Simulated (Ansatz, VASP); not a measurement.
# Si: VASP beside Ansatz

```
CELL_PARAMETERS angstrom
3.92021 0.00000 0.00000
-1.96011 3.39500 0.00000
0.00000 0.00000 6.14219
ATOMIC_POSITIONS crystal
Si 0.33333 0.66667 0.04408
Si 0.66667 0.33333 0.54408
Si 0.33333 0.66667 0.45592
Si 0.66667 0.33333 0.95592
```

Alike in both runs: task single point; functional PBE; k mesh 12 × 12 × 6; occupations gaussian, width 0.05 eV; no spin polarisation.

|  | VASP | Ansatz |
| --- | --- | --- |
| version | VASP 6.6.1 | Ansatz 0.2.0 |
| potentials or method | VASP PAW PBE potentials, release 64 (Si), cutoff 520 eV | scalar-relativistic, plane waves, PAW |
| valence electrons in the cell | 16 | 16 |

|  | VASP | Ansatz | Ansatz less VASP |
| --- | --- | --- | --- |
| gap on the k mesh at the Fermi level (eV) | none | none | - |
| pressure (GPa) | -0.1 | 0.0 | +0.06 |
| traceless stress, the component that is largest in VASP (GPa) | -0.98 | -1.02 | -0.049 |
| rms of the force components (eV/Å) | 0.959 | 0.959 | +0.0001 |

Atom by atom the forces differ by 0.000 eV/Å (rms over components). A gap of «none» marks a metal or a gap that the smearing closes.
